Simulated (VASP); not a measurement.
Cd, 1 atom in the cell. Symmetry: Im-3m, No. 229, cubic system. The conventional cell has a = 3.537 Å, b = 3.537 Å, c = 3.537 Å, α = 90.00°, β = 90.00°, γ = 90.00°. Cd (site symmetry m-3m) has 14 Cd at 3.06 to 3.54 Å within 4.0 Å. 

| Property | Result |
| --- | --- |
| Program | VASP 6.6.1 |
| Task | single point |
| Functional | r2SCAN |
| Potentials or basis | VASP PAW PBE potentials, release 64 (Cd) |
| Cutoff | 520 eV |
| k mesh | 14 × 14 × 14 |
| Occupations | fermi-dirac, width 0.1 eV |
| Spin | no spin polarisation |
| Dipole correction | no |
| Further INCAR settings | ALGO = Normal; EDIFF = 1e-06; NBANDS = 12 |

Potentials or basis: VASP PAW PBE potentials, release 64 (Cd).

The run is started by

```bash
$ cat potpaw_PBE.64/Cd/POTCAR > POTCAR
$ cp INCAR.step1 INCAR
$ mpirun -np 1 vasp_std > vasp.out
$ cp INCAR.step2 INCAR
$ mpirun -np 1 vasp_std > vasp.out
```

Hardware: 1 thread of Intel(R) Xeon(R) 6975P-C (Granite Rapids) (shared host).

Problem. Estimate the wall time of this run.

Solution. Run time: 22 s on 1 thread of Intel(R) Xeon(R) 6975P-C (Granite Rapids), on a shared host, peak memory 0.15 GiB. Counts: k points 104.
